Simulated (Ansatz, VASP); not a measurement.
## Two plane-wave programs on As

The input INCAR:

```
SYSTEM = As
ALGO     = Normal         ! electronic algorithm
EDIFF    = 1E-7           ! SCF threshold, eV
EDIFFG   = -0.05          ! ionic threshold
ENCUT    = 500            ! plane-wave cutoff, eV
GGA      = PS             ! functional
GGA_COMPAT= .False.      
IBRION   = 2              ! ionic algorithm
ISIF     = 3              ! what is computed and relaxed
ISMEAR   = 0              ! smearing method
IVDW     = 12             ! dispersion correction
LASPH    = .True.         ! aspherical terms in the spheres
LCHARG   = .False.        ! write CHGCAR
LREAL    = .False.        ! projectors in reciprocal space
LWAVE    = .False.        ! write WAVECAR
NELM     = 120            ! most SCF steps
NELMIN   = 4            
NSW      = 100            ! ionic steps
PREC     = Accurate       ! precision mode
SIGMA    = 0.1            ! smearing width, eV
```

KPOINTS

```
k-points
0
Gamma
  6 6 4
  0 0 0
```

Contents of POSCAR:

```
As
1.0
    1.9141499913     -5.5352716717     -0.0112436205
    1.7542934359      5.5257321626      0.0023832791
    0.0122683586     -0.0682356466      4.5437862762
As
4
Direct
    0.1403309402      0.9152479871      0.0604405391
    0.6210021143      0.3923956813      0.4400277258
    0.8995565870      0.1004141400      0.9536598390
    0.4032826392      0.6164597777      0.5576973388
```

Input for Ansatz:

```yaml
crystal:
  lattice:
    - [1.9141499913, -5.5352716717, -0.0112436205]
    - [1.7542934359, 5.5257321626, 0.0023832791]
    - [0.0122683586, -0.0682356466, 4.5437862762]
  atoms:
    - { symbol: As, position: [0.1403309402, 0.9152479871, 0.0604405391] }
    - { symbol: As, position: [0.6210021143, 0.3923956813, 0.4400277258] }
    - { symbol: As, position: [0.899556587, 0.10041414, 0.953659839] }
    - { symbol: As, position: [0.4032826392, 0.6164597777, 0.5576973388] }
basis:
  ecutwfc: 420
kpoints:
  mp_grid: { grid: [6, 6, 4] }
hamiltonian:
  xc: pbesol
  dispersion: d3bj
  pseudopotentials: { kind: paw }
scf:
  occupations: { method: gaussian, width: 0.1 }
output:
  forces: true
  stress: true
  eigenvalues: true
relax:
  adjacent_minimum: "off"
  f_tol: 0.05
  max_steps: 80
  cell: { stress_tol: 0.5 }
```

Alike in both runs: task relaxation of cell and atoms; functional PBEsol; dispersion D3(BJ); k mesh 6 × 6 × 4; occupations gaussian, width 0.1 eV; no spin polarisation.

|  | VASP | Ansatz |
| --- | --- | --- |
| version | VASP 6.6.1 | Ansatz 0.2.0 |
| potentials or method | VASP PAW PBE potentials, release 64 (As), cutoff 500 eV | scalar-relativistic, plane waves, PAW |
| valence electrons in the cell | 20 | 60 |

VASP gave:

- gap on the k mesh at the Fermi level, each at its own relaxed structure (eV): 0.07
- relaxed volume (Å³/atom): 20.06
- relaxed cell length with the largest relative difference (Å): 5.608

What did Ansatz give for the same quantities?

gap on the k mesh at the Fermi level, each at its own relaxed structure (eV): 0.43; relaxed volume (Å³/atom): 20.05; relaxed cell length with the largest relative difference (Å): 5.632.

VASP's potentials were made for PBE, not for PBEsol. One of these differences is far larger than is usual between the two programs; its cause wasn't traced. VASP's potentials hold 20 valence electrons a cell and Ansatz's 60, so a difference there can come from the potentials and not from the codes.
